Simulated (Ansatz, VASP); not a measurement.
One calculation of SrTiO3, two programs

INCAR

```
SYSTEM = SrTiO3
ALGO = Normal
EDIFF = 1E-6
ENCUT = 520
GGA = PE
ISIF = 2
ISMEAR = -1
LASPH = .TRUE.
LCHARG = .FALSE.
LREAL = .FALSE.
LWAVE = .FALSE.
NBANDS = 28
NELM = 100
PREC = Accurate
SIGMA = 0.05
```

File KPOINTS:

```
k-points
0
G
  7 7 7
  0 0 0
```

File POSCAR:

```
SrTiO3
1.0
    3.9050000000      0.0000000000      0.0000000000
    0.0000000000      3.9050000000      0.0000000000
    0.0000000000      0.0000000000      3.9440500000
Sr Ti O
1 1 3
Direct
    0.0000000000      0.0000000000      0.0000000000
    0.5000000000      0.5000000000      0.5000000000
    0.0000000000      0.5000000000      0.5000000000
    0.5000000000      0.0000000000      0.5000000000
    0.5000000000      0.5000000000      0.0000000000
```

Input for Ansatz:

```yaml
crystal:
  lattice:
    - [3.905, 0.0, 0.0]
    - [0.0, 3.905, 0.0]
    - [0.0, 0.0, 3.94405]
  atoms:
    - { symbol: Sr, position: [0.0, 0.0, 0.0] }
    - { symbol: Ti, position: [0.5, 0.5, 0.5] }
    - { symbol: O, position: [0.0, 0.5, 0.5] }
    - { symbol: O, position: [0.5, 0.0, 0.5] }
    - { symbol: O, position: [0.5, 0.5, 0.0] }
kpoints:
  mp_grid: { grid: [7, 7, 7] }
  band_path:
    path:
      - [0.0, 0.0, 0.0]
      - [0.0, 0.5, 0.0]
      - [0.5, 0.5, 0.0]
      - [0.0, 0.0, 0.0]
      - [0.0, 0.0, 0.5]
      - [0.0, 0.5, 0.5]
      - [0.5, 0.5, 0.5]
      - [0.0, 0.0, 0.5]
      - [0.0, 0.5, 0.0]
    npoints: 5
scf:
  occupations: { method: fermi_dirac, width: 0.05 }
hamiltonian:
  xc: pbe
  pseudopotentials: { kind: all_electron, lapw: { basis_error: 0.001 } }
output:
  forces: true
  stress: true
  eigenvalues: true
```

Change from the starting cell: zz strain of +1 %.

Alike in both runs: task single point; functional PBE; k mesh 7 × 7 × 7; occupations fermi-dirac, width 0.05 eV; no spin polarisation.

|  | VASP | Ansatz |
| --- | --- | --- |
| version | VASP 6.6.1 | Ansatz 0.2.0 |
| potentials or method | VASP PAW PBE potentials, release 64 (Sr_sv, Ti_sv, O), cutoff 520 eV | all-electron LAPW, scalar-relativistic |

Ansatz gave:

- gap on the k mesh at the Fermi level (eV): 1.92
- pressure (GPa): 2.5
- traceless stress, the component that is largest in VASP (GPa): -1.50

**Question.** Estimate VASP's values.

**Answer.** gap on the k mesh at the Fermi level (eV): 1.89; pressure (GPa): 3.2; traceless stress, the component that is largest in VASP (GPa): -1.52.

Ansatz ran all-electron here, and VASP with PAW potentials.
